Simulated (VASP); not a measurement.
S:

```
S
1.0
    -2.96487    2.96487    1.61739
     2.96487   -2.96487    1.61739
     2.96487    2.96487   -1.61739
S
2
Direct
  0.00000 0.00000 0.00000
  0.75000 0.25000 0.50000
```

| Item | Value |
| --- | --- |
| Program | VASP 6.6.1 |
| Task | relaxation of cell and atoms |
| Functional | PBEsol |
| Potentials or basis | VASP PAW PBE potentials, release 64 (S) |
| Cutoff | 600 eV |
| k mesh | 6 × 6 × 6 |
| Occupations | gaussian, width 0.1 eV |
| Spin | no spin polarisation |

At the start: pressure -14.9 GPa; volume 28.44 Å³/atom.

**Question.** How do energy, volume and symmetry change on relaxing?

**Answer.** Over 4 steps the energy falls by 914.4 meV/atom and the volume is 16.79 Å³/atom (-41.0 %); space group I4_1/amd (No. 141, to 0.05 Å).

Step by step:
```
step  energy change (eV)  largest force (eV/Å)  pressure (GPa)  volume (Å³)
   1              0.0000                0.0000          -14.88        56.87
   2             -1.7059                0.0000           -8.49        37.77
   3             -1.8268                0.0000           -1.21        34.10
   4             -1.8288                0.0000            0.05        33.57
```

Final structure:
```
CELL_PARAMETERS angstrom
-2.44784 2.44784 1.40083
2.44784 -2.44784 1.40083
2.44784 2.44784 -1.40083
ATOMIC_POSITIONS crystal
S 0.00000 0.00000 0.00000
S 0.75000 0.25000 0.50000
```

Caveat: the k points lie up to 0.43 Å⁻¹ apart in the final cell; the volume moved by over 15 % at a fixed basis, so the end points are rough; the PAW data sets were made with another functional, which shifts forces and pressure a little.
